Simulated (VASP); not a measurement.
# La (P6_3/mmc) in VASP: a series of runs, part 2 of 2

VASP 6.6.1. The steps go on from the part before.

## Step 3: Single point, PBEsol

This run uses another cell than the first one, of 36.96 Å³/atom.

Input file INCAR:

```
SYSTEM = La
ALGO     = Normal         ! electronic algorithm
EDIFF    = 1E-7           ! SCF threshold, eV
ENCUT    = 520            ! plane-wave cutoff, eV
GGA      = PS             ! functional
ISIF     = 2              ! what is computed and relaxed
ISMEAR   = -1             ! smearing method
LASPH    = .TRUE.         ! aspherical terms in the spheres
LCHARG   = .FALSE.        ! write CHGCAR
LREAL    = .FALSE.        ! projectors in reciprocal space
LWAVE    = .FALSE.        ! write WAVECAR
NBANDS   = 18             ! bands
NELM     = 60             ! most SCF steps
PREC     = Accurate       ! precision mode
SIGMA    = 0.05           ! smearing width, eV
```

Input file KPOINTS:

```
k-points
0
G
  11 11 6
  0 0 0
```

Input file POSCAR:

```
La
1.0
    3.7500020507      0.0000000000      0.0000000000
   -1.8750010253      3.2475970401      0.0000000000
    0.0000000000      0.0000000000      6.0700000000
La
2
Direct
    0.3333333333      0.6666666667      0.2500000000
    0.6666666667      0.3333333333      0.7500000000
```

Potentials or basis: VASP PAW PBE potentials, release 64 (La).

Command:

```
> cat potpaw_PBE.64/La/POTCAR > POTCAR
> mpirun -np 1 vasp_std > vasp.out
```

OUTCAR:

```text
SYSTEM = La
   EDIFF = 1E-7
   ENCUT = 520
   GGA = PS
   ISIF = 2
   ISMEAR = -1
   LASPH = .TRUE.
   LREAL = .FALSE.
   NELM = 60
   PREC = Accurate

 ion  position               nearest neighbor table
   1  0.333  0.667  0.250-
   2  0.667  0.333  0.750-

  LATTYP: Found a hexagonal cell.
 ALAT       =     3.7500020507
 C/A-ratio  =     1.6186657815

  Lattice vectors:

 A1 = (   3.7500020507,   0.0000000000,   0.0000000000)
 A2 = (  -1.8750010253,   3.2475970401,   0.0000000000)
 A3 = (   0.0000000000,   0.0000000000,   6.0700000000)

Analysis of symmetry for initial positions (statically):
=====================================================================
 Subroutine PRICEL returns:
 Original cell was already a primitive cell.

 Routine SETGRP: Setting up the symmetry group for a
 hexagonal supercell.

 Subroutine GETGRP returns: Found 24 space group operations
 (whereof 12 operations were pure point group operations)
 out of a pool of 24 trial point group operations.

The static configuration has the point symmetry D_3d.
 The point group associated with its full space group is D_6h.

Analysis of symmetry for dynamics (positions and initial velocities):
=====================================================================
 Subroutine PRICEL returns:
 Original cell was already a primitive cell.

 Routine SETGRP: Setting up the symmetry group for a
 hexagonal supercell.

 Subroutine GETGRP returns: Found 24 space group operations
 (whereof 12 operations were pure point group operations)
 out of a pool of 24 trial point group operations.

The dynamic configuration has the point symmetry D_3d.
 The point group associated with its full space group is D_6h.

 Subroutine INISYM returns: Found 24 space group operations
 (whereof 12 operations are pure point group operations),
 and found     1 'primitive' translations

----------------------------------------------------------------------------------------

                                     Primitive cell

  volume of cell :      73.9235

  direct lattice vectors                    reciprocal lattice vectors
     3.750002051  0.000000000  0.000000000     0.266666521  0.153959988  0.000000000
    -1.875001025  3.247597040  0.000000000     0.000000000  0.307919975  0.000000000
     0.000000000  0.000000000  6.070000000     0.000000000  0.000000000  0.164744646

  length of vectors
     3.750002051  3.750002051  6.070000000     0.307919975  0.307919975  0.164744646

  position of ions in fractional coordinates (direct lattice)
     0.333333333  0.666666667  0.250000000
     0.666666667  0.333333333  0.750000000

  ion indices of the primitive-cell ions
   primitive index   ion index
                 1           1
                 2           2

----------------------------------------------------------------------------------------

 KPOINTS: k-points

Automatic generation of k-mesh.
 Grid dimensions read from file:
 generate k-points for:   11   11    6

 Generating k-lattice:

  Cartesian coordinates                     Fractional coordinates (reciprocal lattice)
     0.024242411  0.013996363  0.000000000     0.090909091 -0.000000000  0.000000000
     0.000000000  0.027992725  0.000000000     0.000000000  0.090909091  0.000000000
     0.000000000  0.000000000  0.027457441     0.000000000  0.000000000  0.166666667

  Length of vectors
     0.027992725  0.027992725  0.027457441

  Shift w.r.t. Gamma in fractional coordinates (k-lattice)
     0.000000000  0.000000000  0.000000000

 Subroutine IBZKPT returns following result:
 ===========================================

 Found     64 irreducible k-points:

 Following reciprocal coordinates:
            Coordinates               Weight
  0.000000  0.000000  0.000000      1.000000
  0.090909 -0.000000  0.000000      6.000000
  0.181818  0.000000  0.000000      6.000000
  0.272727 -0.000000  0.000000      6.000000
  0.363636 -0.000000  0.000000      6.000000
  0.454545  0.000000  0.000000      6.000000
[... 16 lines left out ...]
  0.090909  0.090909  0.166667     12.000000
  0.181818  0.090909  0.166667     24.000000
 [... further k-points ...]
   k-points           NKPTS =     64   k-points in BZ     NKDIM =     64   number of bands    NBANDS=     18
   number of dos      NEDOS =    301   number of ions     NIONS =      2
   total plane-waves  NPLWV =  37632
   dimension x,y,z NGX =    28 NGY =   28 NGZ =   48
   dimension x,y,z NGXF=    56 NGYF=   56 NGZF=   96
   ions per type =               2
   NGX,Y,Z   is equivalent  to a cutoff of  12.41, 12.41, 13.15 a.u.
   NGXF,Y,Z  is equivalent  to a cutoff of  24.83, 24.83, 26.29 a.u.
 SYSTEM =  La
   PREC   = accura    normal or accurate (medium, high low for compatibility)
   ISTART =      0    job   : 0-new  1-cont  2-samecut
   ICHARG =      2    charge: 1-file 2-atom 10-const
   ISPIN  =      1    spin polarized calculation?
   LNONCOLLINEAR =      F non collinear calculations
   LSORBIT =      F    spin-orbit coupling
   LASPH  =      T    aspherical Exc in radial PAW
   ENCUT  =  520.0 eV  38.22 Ry    6.18 a.u.   6.97  6.97 11.29*2*pi/ulx,y,z
   NELM   =     60;   NELMIN=  2; NELMDL= -5     # of ELM steps
   EDIFF  = 0.1E-06   stopping-criterion for ELM
   LREAL  =      F    real-space projection
   EDIFFG = 0.1E-05   stopping-criterion for IOM
   NSW    =      0    number of steps for IOM
   IBRION =     -1    ionic relax: 0-MD 1-quasi-New 2-CG
   NFREE  =      0    steps in history (QN), initial steepest desc. (CG)
   ISIF   =      2    stress and relaxation
   ISYM   =      2    0-nonsym 1-usesym 2-fastsym
   POTIM  = 0.5000    time-step for ionic-motion
   TEBEG  =    0.0;   TEEND  =   0.0 temperature during run
   PSTRESS=    0.0 pullay stress
   NELECT =      22.0000    total number of electrons
   NUPDOWN=      -1.0000    fix difference up-down
   EMIN   =  10.00;   EMAX   =-10.00  energy-range for DOS
   EFERMI =   0.00;   METHOD = LEGACY
   ISMEAR =    -1;   SIGMA  =   0.05  broadening in eV -4-tet -1-fermi 0-gaus
   EFERMI_NEDOS =   21; number of points for ismear=-14 and -15
   IALGO  =     38    algorithm
   IMIX   =      4    mixing-type and parameters
     AMIX     =   0.40;   BMIX     =  1.00
     AMIX_MAG =   1.60;   BMIX_MAG =  1.00
  volume/ion in A,a.u.               =      36.96       249.43
  Fermi-wavevector in a.u.,A,eV,Ry     =   1.093004  2.065477 16.254295  1.194657
  Thomas-Fermi vector in A             =   2.229280
   LORBIT       =      0    0 simple, 1 ext, 2 COOP (PROOUT), +10 PAW based schemes
   GGA     = PS    functional components
   LHFCALC =     F    Hartree Fock is set to
   AEXX    =    0.0000 exact exchange contribution
   IVDW    =     0    specifies the selected vdW correction
   LEPSILON=     F    determine dielectric tensor
   LRPA    =     F    only Hartree local field effects (RPA)
 non-spin polarized calculation
  energy-cutoff  :      520.00
  volume of cell :       73.92
 maximum number of plane-waves:      2011
 NGX is ok and might be reduce to    28
   NGX = 13   NGY = 13   NGZ = 23

 number of electron      21.9999996 magnetization

 Free energy of the ion-electron system (eV)
  ---------------------------------------------------
  ext. energy  EPLUGINS =         0.00000000
  ---------------------------------------------------
  free energy    TOTEN  =       -10.60929402 eV

  energy without entropy =      -10.57552525  energy(sigma->0) =      -10.59240964

 E-fermi :   7.7632     XC(G=0):  -9.7029

 val. band max:        7.7617416862   @ k =   0.2727   0.2727   0.1667
 cond. band min:       7.7656091248   @ k =   0.1818   0.0909   0.0000
 fundamental gap:      0.0038674385
 Fermi energy:         7.7631724226

 k-point     1 :       0.0000    0.0000    0.0000
  band No.  band energies     occupation
      1     -25.0609      2.00000
      2     -24.8535      2.00000
      3      -9.4081      2.00000
      4      -8.1815      2.00000
      5      -8.1815      2.00000
      6      -7.9916      2.00000
[... 10 lines left out ...]
     17       9.4584      0.00000
     18       9.5766      0.00000
[... 463 lines left out ...]
 k-point    24 :       0.1818    0.0909    0.1667
  band No.  band energies     occupation
      1     -24.9664      2.00000
      2     -24.8285      2.00000
      3      -9.1452      2.00000
      4      -8.6457      2.00000
      5      -8.5791      2.00000
      6      -8.3244      2.00000
[... 10 lines left out ...]
     17       9.5803      0.00000
     18       9.6363      0.00000

 [... further k-points ...]

------------------------ aborting loop because EDIFF is reached ----------------------------------------

  FORCE on cell =-STRESS in cart. coord.  units (eV):
  Direction    XX          YY          ZZ          XY          YZ          ZX
  --------------------------------------------------------------------------------------
  -------------------------------------------------------------------------------------
  Total       -0.7464414     -0.7464414     -0.8136976     -0.0000000      0.0000000      0.0000000
  in kB      -16.1779685    -16.1779685    -17.6356421     -0.0000000      0.0000000      0.0000000
  external PRESSURE =     -16.6638597 kB  Pullay stress =       0.0000000 kB

 VOLUME and BASIS-vectors are now :
 -----------------------------------------------------------------------------
  energy-cutoff  :      520.00
  volume of cell :       73.92
      direct lattice vectors                 reciprocal lattice vectors
     3.750002051  0.000000000  0.000000000     0.266666521  0.153959988  0.000000000
    -1.875001025  3.247597040  0.000000000     0.000000000  0.307919975  0.000000000
     0.000000000  0.000000000  6.070000000     0.000000000  0.000000000  0.164744646

 POSITION                                       TOTAL-FORCE (eV/Angst)
 -----------------------------------------------------------------------------------
     -0.00000      2.16506      1.51750        -0.000000     -0.000000      0.000000
      1.87500      1.08253      4.55250         0.000000      0.000000      0.000000
 -----------------------------------------------------------------------------------
    total drift:                               -0.000000      0.000000     -0.000000

  FREE ENERGIE OF THE ION-ELECTRON SYSTEM (eV)
  ---------------------------------------------------
  free  energy   TOTEN  =       -10.6092940242 eV

  energy  without entropy=      -10.5755252476  energy(sigma->0) =      -10.59240964
```

It took 53 s on 1 thread of Intel Xeon Platinum 8559C (Emerald Rapids), shared host; peak memory 0.24 GiB.

Results:

```
Free energy            : -10.6093 eV
Pressure               : -1.7 GPa
Band gap on the k mesh : zero (bands 11 and 12 overlap by 1.48 eV)
```

Stress tensor (GPa, compression positive):
```
-1.62  0.00  0.00
 0.00 -1.62  0.00
 0.00  0.00 -1.76
```

Caveat: the PAW data sets were made with another functional, which shifts forces and pressure a little; spin-orbit coupling is left out, which moves the levels of the heavy elements.
